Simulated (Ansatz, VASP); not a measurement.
**Two plane-wave programs on TiO2**

The input INCAR:

```
PREC = Accurate ; ENCUT = 520
EDIFF = 1E-6 ; ISMEAR = 0
SIGMA = 0.05 ; LREAL = False
LASPH = True ; NELM = 150
ALGO = Normal ; ISIF = 2
LWAVE = False ; LCHARG = False
LMAXMIX = 4 ; LDAU = True
LDAUTYPE = 2 ; LDAUL = 2 -1
LDAUU = 4 0 ; LDAUJ = 0 0
LDAUPRINT = 1 ; GGA = PE
NBANDS = 33
```

Contents of KPOINTS:

```
Automatic mesh
0
Gamma
  6 6 10
```

POSCAR

```
TiO2
1.0
    4.6403824120      0.0000000000      0.0000000000
    0.0000000000      4.6403824120      0.0000000000
    0.0000000000      0.0000000000      3.0063836717
Ti O
2 4
Direct
    0.0000000000      0.0000000000     -0.0444705209
    0.5000000000      0.5000000000      0.4555294791
    0.3056475955      0.3056475955      0.0665251085
    0.1943524045      0.8056475955      0.5665251085
    0.6943524045      0.6943524045      0.0665251085
    0.8056475955      0.1943524045      0.5665251085
```

Input for Ansatz:

```yaml
crystal:
  lattice:
    - [4.640382412, 0.0, 0.0]
    - [0.0, 4.640382412, 0.0]
    - [0.0, 0.0, 3.0063836717]
  atoms:
    - { symbol: Ti, position: [0.0, 0.0, -0.0444705209] }
    - { symbol: Ti, position: [0.5, 0.5, 0.4555294791] }
    - { symbol: O, position: [0.3056475955, 0.3056475955, 0.0665251085] }
    - { symbol: O, position: [0.1943524045, 0.8056475955, 0.5665251085] }
    - { symbol: O, position: [0.6943524045, 0.6943524045, 0.0665251085] }
    - { symbol: O, position: [0.8056475955, 0.1943524045, 0.5665251085] }
basis:
  ecutwfc: 420
kpoints:
  mp_grid: { grid: [6, 6, 10] }
hamiltonian:
  xc: pbe
  hubbard: { sites: [{ species: Ti, l: d, u_eff: 4.0 }] }
scf:
  occupations: { method: gaussian, width: 0.05 }
output:
  forces: true
  stress: true
  eigenvalues: true
```

Change from the starting cell: mode 8 (209.9 1/cm) frozen in, largest displacement -0.200 Å.

Alike in both runs: task single point; functional PBE; k mesh 6 × 6 × 10; occupations gaussian, width 0.05 eV; no spin polarisation; Hubbard terms Ti d U = 4.0 eV.

|  | VASP | Ansatz |
| --- | --- | --- |
| version | VASP 6.6.1 | Ansatz 0.2.0 |
| potentials or method | VASP PAW PBE potentials, release 64 (Ti_sv, O), cutoff 520 eV | scalar-relativistic, plane waves, PAW |
| valence electrons in the cell | 48 | 48 |

VASP gave:

- gap on the k mesh at the Fermi level (eV): 3.27
- least direct gap on the mesh (eV): 3.61
- pressure (GPa): 20.6
- traceless stress, the component that is largest in VASP (GPa): 5.24
- rms of the force components (eV/Å): 2.064

Problem. Which values does Ansatz return?

Solution. gap on the k mesh at the Fermi level (eV): 3.24; least direct gap on the mesh (eV): 3.57; pressure (GPa): 15.1; traceless stress, the component that is largest in VASP (GPa): 4.18; rms of the force components (eV/Å): 1.569.

The programs project onto different local orbitals, so the same U acts differently, and such runs can settle in different states. Atom by atom the forces differ by 0.495 eV/Å (rms over components).
